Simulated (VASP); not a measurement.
**Mg: single point with RPBE**

The system is Mg.

```xyz
2
Lattice="0.0000 3.3896 3.3896 3.3896 0.0000 3.3896 3.3896 3.3896 0.0000" Properties=species:S:1:pos:R:3 pbc="T T T"
Mg    0.8474    0.8474    0.8474
Mg    5.9318    5.9318    5.9318
```

This cell differs from its parent crystal: volume scaled by 0.92.

- Program: VASP 6.6.1
- Task: single point
- Functional: RPBE
- Potentials or basis: VASP PAW PBE potentials, release 64 (Mg)
- Cutoff: 520 eV
- k mesh: 9 × 9 × 9
- Occupations: fermi-dirac, width 0.1 eV
- Spin: no spin polarisation
- Dipole correction: no
- Further INCAR settings: ALGO = Normal; EDIFF = 1e-07; NBANDS = 9

```
Pressure               : 0.9 GPa
Band gap on the k mesh : zero (band 2 reaches 3.56 eV, above the bottom of band 3 at -0.21 eV)
```

Levels at points of the mesh, in eV from the Fermi level:
```csv
k point,band 1,band 2,band 3,band 4,band 5,band 6,band 7
"(0.00, 0.00, 0.00)",-5.02,3.28,3.28,3.28,4.33,4.33,4.33
```

Run time: 10 s on 1 thread of Intel(R) Xeon(R) 6975P-C (Granite Rapids), with other jobs on the host, peak memory 0.2 GiB.

Caveat: the PAW data sets were made with another functional, which shifts forces and pressure a little.
